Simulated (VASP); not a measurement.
Crystal: MgS.

```
CELL_PARAMETERS angstrom
3.11981 0.00000 0.00000
0.00000 3.11981 0.00000
0.00000 0.00000 4.23011
ATOMIC_POSITIONS crystal
Mg 0.00000 0.00000 0.00000
S 0.50000 0.50000 0.50000
```

| Item | Value |
| --- | --- |
| Program | VASP 6.6.1 |
| Task | relaxation of cell and atoms |
| Functional | PBE |
| Potentials or basis | VASP PAW PBE potentials, release 64 (Mg, S) |
| Cutoff | 600 eV |
| k mesh | 6 × 6 × 4 |
| Occupations | gaussian, width 0.1 eV |
| Spin | no spin polarisation |

At the start: pressure -5.5 GPa; volume 20.59 Å³/atom.

Task: Where does the relaxation end?

Result: Over 8 steps the energy falls by 558.0 meV/atom and the volume is 17.46 Å³/atom (-15.2 %); space group Pm-3m (No. 221, to 0.05 Å).

Step by step:
| step | energy change (eV) | largest force (eV/Å) | pressure (GPa) | volume (Å³) |
| --- | --- | --- | --- | --- |
| 1 | 0.0000 | 0.0000 | -5.50 | 41.17 |
| 2 | -0.9338 | 0.0000 | -2.29 | 36.67 |
| 3 | -1.1098 | 0.0000 | 0.55 | 34.63 |
| 4 | -1.1129 | 0.0000 | 1.31 | 34.30 |
| 5 | -1.1124 | 0.0000 | 0.96 | 34.45 |
| 6 | -1.1153 | 0.0000 | -0.38 | 35.12 |
| 7 | -1.1153 | 0.0000 | -0.28 | 35.07 |
| 8 | -1.1159 | 0.0000 | 0.04 | 34.92 |

Final structure:
```xyz
2
Lattice="3.2623 0.0000 0.0000 0.0000 3.2623 0.0000 0.0000 0.0000 3.2815" Properties=species:S:1:pos:R:3 pbc="T T T"
Mg    0.0000    0.0000    0.0000
S     1.6312    1.6312    1.6407
```

Caveat: the k points lie up to 0.48 Å⁻¹ apart in the final cell; the volume moved by over 15 % at a fixed basis, so the end points are rough.
